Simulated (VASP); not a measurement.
# GaP (I-4m2) in VASP: a series of runs

The runs below take GaP through single point, with r2SCAN.

Program: VASP 6.6.1. These are calculated values, not measurements. Logs are shortened: lines on timing, memory, paths and dates and some standing lists are left out, and cuts for length are marked.

### 1 The cell of the first run

It takes space group I-4m2 (No. 119, tetragonal). The conventional cell has a = 3.854 Å, b = 3.854 Å, c = 5.696 Å, α = 90.00°, β = 90.00°, γ = 90.00°. Ga (site symmetry -4m2) has 4 P at 2.40 Å within 3.2 Å. P (site symmetry -4m2) has 4 Ga at 2.40 Å within 3.2 Å.

### 2 Single point, r2SCAN (strain +0.0450 x Voigt [0, 1, 0, 0, 0, 0])

The input, POSCAR:

```
GaP
1.0
    0.0000000000      2.8478862500      2.7252500000
    2.7252500000      0.0000000000      2.7252500000
    2.7252500000      2.8478862500      0.0000000000
Ga P
1 1
Direct
    0.0000000000      0.0000000000      0.0000000000
    0.7500000000      0.7500000000      0.7500000000
```

The input, INCAR.step1:

```
SYSTEM = GaP
PREC = Accurate
ENCUT = 520
ISMEAR = 0
SIGMA = 0.05
LREAL = .False.
LASPH = .True.
NELM = 100
NBANDS = 16
GGA = PE
ALGO = Normal
EDIFF = 1E-4
LWAVE = .True.
LCHARG = .False.
```

The input, INCAR.step2:

```
SYSTEM = GaP
PREC = Accurate
ENCUT = 520
EDIFF = 1E-6
ISMEAR = 0
SIGMA = 0.05
LREAL = .False.
LASPH = .True.
NELM = 100
ALGO = Normal
ISIF = 2
LWAVE = .False.
LCHARG = .False.
METAGGA = R2SCAN
LMIXTAU = .True.
NBANDS = 16
ISTART = 1
```

The input, KPOINTS:

```
regular mesh
0
Gamma
  8 8 8
  0 0 0
```

Potentials or basis: VASP PAW PBE potentials, release 64 (Ga_d, P).

Launch:

```console
$ cat potpaw_PBE.64/Ga_d/POTCAR potpaw_PBE.64/P/POTCAR > POTCAR
$ cp INCAR.step1 INCAR
$ mpirun -np 1 vasp_std > vasp.out
$ cp INCAR.step2 INCAR
$ mpirun -np 1 vasp_std > vasp.out
```

OUTCAR:

```text
SYSTEM = GaP
   PREC = Accurate
   ENCUT = 520
   EDIFF = 1E-6
   ISMEAR = 0
   LREAL = .False.
   LASPH = .True.
   NELM = 100
   ISIF = 2
   METAGGA = R2SCAN
   ISTART = 1

 ion  position               nearest neighbor table
   1  0.000  0.000  0.000-   2 2.40   2 2.40   2 2.40   2 2.40
   2  0.750  0.750  0.750-   1 2.40   1 2.40   1 2.40   1 2.40

  LATTYP: Found a body centered tetragonal cell.
 ALAT       =     3.8540855109
 C/A-ratio  =     1.4778531727

  Lattice vectors:

 A1 = (   0.0000000000,  -2.8478862500,   2.7252500000)
 A2 = (   0.0000000000,  -2.8478862500,  -2.7252500000)
 A3 = (   2.7252500000,   2.8478862500,   0.0000000000)

Analysis of symmetry for initial positions (statically):
=====================================================================
 Subroutine PRICEL returns:
 Original cell was already a primitive cell.

 Routine SETGRP: Setting up the symmetry group for a
 body centered tetragonal supercell.

 Subroutine GETGRP returns: Found  8 space group operations
 (whereof  8 operations were pure point group operations)
 out of a pool of 16 trial point group operations.

The static configuration has the point symmetry D_2d.

Analysis of symmetry for dynamics (positions and initial velocities):
=====================================================================
 Subroutine PRICEL returns:
 Original cell was already a primitive cell.

 Routine SETGRP: Setting up the symmetry group for a
 body centered tetragonal supercell.

 Subroutine GETGRP returns: Found  8 space group operations
 (whereof  8 operations were pure point group operations)
 out of a pool of 16 trial point group operations.

The dynamic configuration has the point symmetry D_2d.

 Subroutine INISYM returns: Found  8 space group operations
 (whereof  8 operations are pure point group operations),
 and found     1 'primitive' translations

----------------------------------------------------------------------------------------

                                     Primitive cell

  volume of cell :      42.3024

  direct lattice vectors                    reciprocal lattice vectors
     0.000000000  2.847886250  2.725250000    -0.183469406  0.175568810  0.183469406
     2.725250000  0.000000000  2.725250000     0.183469406 -0.175568810  0.183469406
     2.725250000  2.847886250  0.000000000     0.183469406  0.175568810 -0.183469406

  length of vectors
     3.941756418  3.854085511  3.941756418     0.313283343  0.313283343  0.313283343

  position of ions in fractional coordinates (direct lattice)
     0.000000000  0.000000000  0.000000000
     0.750000000  0.750000000  0.750000000

  ion indices of the primitive-cell ions
   primitive index   ion index
                 1           1
                 2           2

----------------------------------------------------------------------------------------

 KPOINTS: regular mesh

Automatic generation of k-mesh.
 Grid dimensions read from file:
 generate k-points for:    8    8    8

 Generating k-lattice:

  Cartesian coordinates                     Fractional coordinates (reciprocal lattice)
    -0.022933676  0.021946101  0.022933676     0.125000000  0.000000000  0.000000000
     0.022933676 -0.021946101  0.022933676     0.000000000  0.125000000  0.000000000
     0.022933676  0.021946101 -0.022933676     0.000000000  0.000000000  0.125000000

  Length of vectors
     0.039160418  0.039160418  0.039160418

  Shift w.r.t. Gamma in fractional coordinates (k-lattice)
     0.000000000  0.000000000  0.000000000

 Subroutine IBZKPT returns following result:
 ===========================================

 Found     59 irreducible k-points:

 Following reciprocal coordinates:
            Coordinates               Weight
  0.000000  0.000000  0.000000      1.000000
  0.125000  0.000000  0.000000      8.000000
  0.250000  0.000000  0.000000      8.000000
  0.375000  0.000000 -0.000000      8.000000
  0.500000  0.000000  0.000000      4.000000
  0.125000  0.125000  0.000000      4.000000
[... 16 lines left out ...]
  0.250000  0.000000  0.125000      8.000000
  0.375000  0.000000  0.125000      8.000000
 [... further k-points ...]
   k-points           NKPTS =     59   k-points in BZ     NKDIM =     59   number of bands    NBANDS=     16
   number of dos      NEDOS =    301   number of ions     NIONS =      2
   total plane-waves  NPLWV =  27000
   dimension x,y,z NGX =    30 NGY =   30 NGZ =   30
   dimension x,y,z NGXF=    60 NGYF=   60 NGZF=   60
   ions per type =               1   1
   NGX,Y,Z   is equivalent  to a cutoff of  12.65, 12.94, 12.65 a.u.
   NGXF,Y,Z  is equivalent  to a cutoff of  25.31, 25.88, 25.31 a.u.
 SYSTEM =  GaP
   PREC   = accura    normal or accurate (medium, high low for compatibility)
   ISTART =      1    job   : 0-new  1-cont  2-samecut
   ICHARG =      0    charge: 1-file 2-atom 10-const
   ISPIN  =      1    spin polarized calculation?
   LNONCOLLINEAR =      F non collinear calculations
   LSORBIT =      F    spin-orbit coupling
   LASPH  =      T    aspherical Exc in radial PAW
   ENCUT  =  520.0 eV  38.22 Ry    6.18 a.u.   7.33  7.17  7.33*2*pi/ulx,y,z
   NELM   =    100;   NELMIN=  2; NELMDL=  0     # of ELM steps
   EDIFF  = 0.1E-05   stopping-criterion for ELM
   LREAL  =      F    real-space projection
   EDIFFG = 0.1E-04   stopping-criterion for IOM
   NSW    =      0    number of steps for IOM
   IBRION =     -1    ionic relax: 0-MD 1-quasi-New 2-CG
   NFREE  =      0    steps in history (QN), initial steepest desc. (CG)
   ISIF   =      2    stress and relaxation
   ISYM   =      2    0-nonsym 1-usesym 2-fastsym
   POTIM  = 0.5000    time-step for ionic-motion
   TEBEG  =    0.0;   TEEND  =   0.0 temperature during run
   PSTRESS=    0.0 pullay stress
   NELECT =      18.0000    total number of electrons
   NUPDOWN=      -1.0000    fix difference up-down
   EMIN   =  10.00;   EMAX   =-10.00  energy-range for DOS
   EFERMI =   0.00;   METHOD = LEGACY
   ISMEAR =     0;   SIGMA  =   0.05  broadening in eV -4-tet -1-fermi 0-gaus
   EFERMI_NEDOS =   21; number of points for ismear=-14 and -15
   IALGO  =     38    algorithm
   IMIX   =      4    mixing-type and parameters
     AMIX     =   0.40;   BMIX     =  1.00
     AMIX_MAG =   1.60;   BMIX_MAG =  1.00
  volume/ion in A,a.u.               =      21.15       142.74
  Fermi-wavevector in a.u.,A,eV,Ry     =   1.231338  2.326891 20.629056  1.516193
  Thomas-Fermi vector in A             =   2.366151
   LORBIT       =      0    0 simple, 1 ext, 2 COOP (PROOUT), +10 PAW based schemes
   METAGGA = R2SCAN    functional components
   LHFCALC =     F    Hartree Fock is set to
   AEXX    =    0.0000 exact exchange contribution
   IVDW    =     0    specifies the selected vdW correction
   LEPSILON=     F    determine dielectric tensor
   LRPA    =     F    only Hartree local field effects (RPA)
 non-spin polarized calculation
 Gauss-broadening in eV      SIGMA  =   0.05
  energy-cutoff  :      520.00
  volume of cell :       42.30
 maximum number of plane-waves:      1154
 NGX is ok and might be reduce to    30
   NGX = 15   NGY = 15   NGZ = 15

 number of electron      18.0000004 magnetization

 Free energy of the ion-electron system (eV)
  ---------------------------------------------------
  ext. energy  EPLUGINS =         0.00000000
  ---------------------------------------------------
  free energy    TOTEN  =       -21.42752051 eV

  energy without entropy =      -21.42752051  energy(sigma->0) =      -21.42752051

 E-fermi :   4.3423     XC(G=0): -10.3372

 val. band max:        4.1112562493   @ k =   0.0000   0.0000   0.0000
 cond. band min:       5.8532042998   @ k =   0.3750   0.3750   0.0000
 fundamental gap:      1.7419480504
 Fermi energy:         4.3423186706

 k-point     1 :       0.0000    0.0000    0.0000
  band No.  band energies     occupation
      1     -10.9141      2.00000
      2     -10.9006      2.00000
      3     -10.9006      2.00000
      4     -10.8100      2.00000
      5     -10.8023      2.00000
      6      -8.6638      2.00000
[... 8 lines left out ...]
     15      13.8329      0.00000
     16      14.6431      0.00000

 k-point     2 :       0.1250    0.0000    0.0000
  band No.  band energies     occupation
      1     -10.9201      2.00000
      2     -10.9031      2.00000
      3     -10.8964      2.00000
      4     -10.8104      2.00000
      5     -10.8018      2.00000
      6      -8.4628      2.00000
[... 8 lines left out ...]
     15      13.9442      0.00000
     16      14.1904      0.00000

 k-point     3 :       0.2500    0.0000    0.0000
  band No.  band energies     occupation
      1     -10.9467      2.00000
      2     -10.8953      2.00000
      3     -10.8872      2.00000
      4     -10.8103      2.00000
      5     -10.7994      2.00000
      6      -7.8955      2.00000
[... 8 lines left out ...]
     15      13.5752      0.00000
     16      14.5195      0.00000

 k-point     4 :       0.3750    0.0000   -0.0000
  band No.  band energies     occupation
      1     -10.9721      2.00000
      2     -10.8879      2.00000
      3     -10.8798      2.00000
      4     -10.8082      2.00000
      5     -10.7949      2.00000
      6      -7.1148      2.00000
[... 8 lines left out ...]
     15      14.5839      0.00000
     16      14.9043      0.00000
[... 324 lines left out ...]
 k-point    22 :       0.1250    0.0000    0.1250
  band No.  band energies     occupation
      1     -10.9339      2.00000
      2     -10.8925      2.00000
      3     -10.8924      2.00000
      4     -10.8075      2.00000
      5     -10.8048      2.00000
      6      -8.4097      2.00000
[... 8 lines left out ...]
     15      14.4170      0.00000
     16      14.8768      0.00000

 k-point    23 :       0.2500    0.0000    0.1250
  band No.  band energies     occupation
      1     -10.9535      2.00000
      2     -10.8869      2.00000
      3     -10.8829      2.00000
      4     -10.8063      2.00000
      5     -10.8056      2.00000
      6      -7.9747      2.00000
[... 8 lines left out ...]
     15      14.7243      0.00000
     16      15.6107      0.00000

 k-point    24 :       0.3750    0.0000    0.1250
  band No.  band energies     occupation
      1     -10.9732      2.00000
      2     -10.8834      2.00000
      3     -10.8748      2.00000
      4     -10.8043      2.00000
      5     -10.8036      2.00000
      6      -7.2518      2.00000
[... 8 lines left out ...]
     15      15.3301      0.00000
     16      15.3304      0.00000

 [... further k-points ...]
[... 5 lines left out ...]
  --------------------------------------------------------------------------------------
  -------------------------------------------------------------------------------------
  Total       -0.6105180     -1.6180913     -0.6105180      0.0000000     -0.0000000      0.0000000
  in kB      -23.1229741    -61.2841636    -23.1229741      0.0000000     -0.0000000      0.0000000
  external PRESSURE =     -35.8433706 kB  Pullay stress =       0.0000000 kB

 VOLUME and BASIS-vectors are now :
 -----------------------------------------------------------------------------
  energy-cutoff  :      520.00
  volume of cell :       42.30
      direct lattice vectors                 reciprocal lattice vectors
     0.000000000  2.847886250  2.725250000    -0.183469406  0.175568810  0.183469406
     2.725250000  0.000000000  2.725250000     0.183469406 -0.175568810  0.183469406
     2.725250000  2.847886250  0.000000000     0.183469406  0.175568810 -0.183469406

 POSITION                                       TOTAL-FORCE (eV/Angst)
 -----------------------------------------------------------------------------------
      0.00000      0.00000      0.00000         0.000000      0.000000      0.000000
      4.08788      4.27183      4.08788        -0.000000     -0.000000     -0.000000
 -----------------------------------------------------------------------------------
    total drift:                               -0.000015      0.000015     -0.000015

  FREE ENERGIE OF THE ION-ELECTRON SYSTEM (eV)
  ---------------------------------------------------
  free  energy   TOTEN  =       -21.4275205081 eV

  energy  without entropy=      -21.4275205081  energy(sigma->0) =      -21.42752051
```

It took 3.7 min on 1 thread of Intel Xeon 8259CL, shared host; peak memory 0.19 GiB.

Results:

```
Free energy            : -21.4275 eV
Pressure               : -3.6 GPa
Band gap on the k mesh : 1.74 eV (least direct gap 1.85 eV)
```

Stress tensor (GPa, compression positive):
```
-2.31  0.00  0.00
 0.00 -6.13  0.00
 0.00  0.00 -2.31
```

Levels at points of the mesh, in eV from the valence-band top:
| k point | band 7 | band 8 | band 9 | band 10 | band 11 | band 12 |
| --- | --- | --- | --- | --- | --- | --- |
| (0.00, 0.00, 0.00) | -0.27 | 0.00 | 0.00 | 1.85 | 4.08 | 4.08 |
| (0.50, 0.00, 0.00) | -6.68 | -1.38 | -1.00 | 1.76 | 4.87 | 5.14 |
| (0.50, 0.50, 0.00) | -6.74 | -2.84 | -2.81 | 1.81 | 1.90 | 10.77 |
| (0.50, 0.00, 0.50) | -7.02 | -2.52 | -2.52 | 2.12 | 2.34 | 10.92 |

Caveat: the cell differs from its parent crystal (strain +0.0450 x Voigt [0, 1, 0, 0, 0, 0]); the cell stands under tension; the PAW data sets were made with another functional, which shifts forces and pressure a little.

### 3 Single point, r2SCAN (strain +0.0525 x Voigt [0, 1, 0, 0, 0, 0])

The input, POSCAR:

```
GaP
1.0
    0.0000000000      2.8683256250      2.7252500000
    2.7252500000      0.0000000000      2.7252500000
    2.7252500000      2.8683256250      0.0000000000
Ga P
1 1
Direct
    0.0000000000      0.0000000000      0.0000000000
    0.7500000000      0.7500000000      0.7500000000
```

The input, INCAR.step1:

```
PREC = Accurate
ENCUT = 520
ISMEAR = 0
SIGMA = 0.05
LREAL = F
LASPH = T
NELM = 80
NBANDS = 16
GGA = PE
ALGO = Normal
EDIFF = 1E-4
LWAVE = T
LCHARG = F
```

The input, INCAR.step2:

```
PREC = Accurate
ENCUT = 520
EDIFF = 1E-6
ISMEAR = 0
SIGMA = 0.05
LREAL = F
LASPH = T
NELM = 80
ALGO = Normal
ISIF = 2
LWAVE = F
LCHARG = F
METAGGA = R2SCAN
LMIXTAU = T
NBANDS = 16
ISTART = 1
```

The input, KPOINTS:

```
regular mesh
0
Gamma
  8 8 8
```

Potentials or basis: VASP PAW PBE potentials, release 64 (Ga_d, P).

Launch:

```console
$ cat potpaw_PBE.64/Ga_d/POTCAR potpaw_PBE.64/P/POTCAR > POTCAR
$ cp INCAR.step1 INCAR
$ mpirun -np 1 vasp_std > vasp.out
$ cp INCAR.step2 INCAR
$ mpirun -np 1 vasp_std > vasp.out
```

Run time: 3.3 min. Hardware: 1 thread of Intel Xeon 8259CL, shared host; peak memory 0.19 GiB.

Results (log left out):

```
Free energy            : -21.4151 eV
Pressure               : -4.1 GPa
Band gap on the k mesh : 1.71 eV (least direct gap 1.77 eV)
```

Stress tensor (GPa, compression positive):
```
-2.60  0.00  0.00
 0.00 -7.06  0.00
 0.00  0.00 -2.60
```

Levels at points of the mesh, in eV from the valence-band top:
```
           k point  band 5  band 6  band 7  band 8  band 9  band 10  band 11  band 12  band 13  band 14
(0.00, 0.00, 0.00)  -14.92  -12.74   -0.32    0.00    0.00     1.77     4.07     4.07     4.20     9.07
(0.50, 0.00, 0.00)  -14.91  -10.74   -6.65   -1.41   -0.98     1.71     4.85     5.15     8.63    11.08
(0.50, 0.50, 0.00)  -14.90   -9.81   -6.70   -2.85   -2.81     1.80     1.87    10.66    10.66    11.49
(0.50, 0.00, 0.50)  -14.92  -10.03   -7.03   -2.48   -2.48     2.16     2.37    10.85    10.85    11.08
```

Caveat: the cell differs from its parent crystal (strain +0.0525 x Voigt [0, 1, 0, 0, 0, 0]); the cell stands under tension; the PAW data sets were made with another functional, which shifts forces and pressure a little.

(Part 1 of 2 ends here.)
